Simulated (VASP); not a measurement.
InP:

```
In P
1.0
     0.00000    2.98798    2.98798
     2.98798    0.00000    2.98798
     2.98798    2.98798    0.00000
In P
1 1
Direct
  0.00000 0.00000 0.00000
  0.75000 0.75000 0.75000
```

Base run:

```yaml
Program: VASP 6.6.1
Functional: SVWN5
Potentials_or_basis: VASP PAW PBE potentials, release 64 (In_d, P)
Cutoff: 520 eV
k_mesh: 8 × 8 × 8
Occupations: fermi-dirac, width 0.05 eV
Spin: no spin polarisation
```

Its results: band gap on the k mesh 0.17 eV, direct; pressure -4.5 GPa.

Problem. The run is repeated on the same cell with these changes: functional from SVWN5 to HSE06; k mesh from 8 × 8 × 8 to 4 × 4 × 4. What comes out?

Solution. Band gap on the k mesh 1.18 eV, direct; pressure -2.4 GPa.

Several settings changed at once, so the effect can't be laid on one alone.

Caveats: some runs use coarse meshes; the PAW data sets were made with another functional, which shifts forces and pressure a little; spin-orbit coupling is left out, which moves the levels of the heavy elements.

